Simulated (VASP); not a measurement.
Mg3ScBr3, 7 atoms in the cell. The structure is cubic, space group Pm-3m (No. 221). Conventional cell: a = 6.027 Å, b = 6.027 Å, c = 6.027 Å, α = 90.00°, β = 90.00°, γ = 90.00°. Within 4.0 Å of Mg (site symmetry 4/mmm) lie 2 Sc at 3.01 Å and 4 Br at 3.01 Å. Within 4.0 Å of Sc (site symmetry m-3m) lie 6 Mg at 3.01 Å. Within 4.0 Å of Br (site symmetry 4/mmm) lie 4 Mg at 3.01 Å. The cell was built from a structure type or drawn by symmetry, and may not be a known phase.

- Program: VASP 6.6.1
- Task: single point
- Functional: PBE
- Potentials or basis: VASP PAW PBE potentials, release 64 (Mg, Sc_sv, Br)
- Cutoff: 520 eV
- k mesh: 6 × 6 × 6
- Occupations: gaussian, width 0.1 eV
- Spin: collinear spin
- Starting moments: [0.0, 0.0, 0.0, 0.74, 0.0, 0.0, 0.0] μB
- Dipole correction: no
- Further INCAR settings: ALGO = Normal; EDIFF = 1e-07; NBANDS = 32

Potentials or basis: VASP PAW PBE potentials, release 64 (Mg, Sc_sv, Br).

The run is started by

```console
$ cat potpaw_PBE.64/Mg/POTCAR potpaw_PBE.64/Sc_sv/POTCAR potpaw_PBE.64/Br/POTCAR > POTCAR
$ mpirun -np 1 vasp_std > vasp.out
```

Hardware: 1 thread of AMD EPYC 7R43 64-Core Processor (Zen 3), on a shared host.

How long does it take, and how much memory?

It took 6.4 min on 1 thread of AMD EPYC 7R43 64-Core Processor (Zen 3), with other jobs on the host, peak memory 0.51 GiB. Counts: scf iterations 18, k points 20.
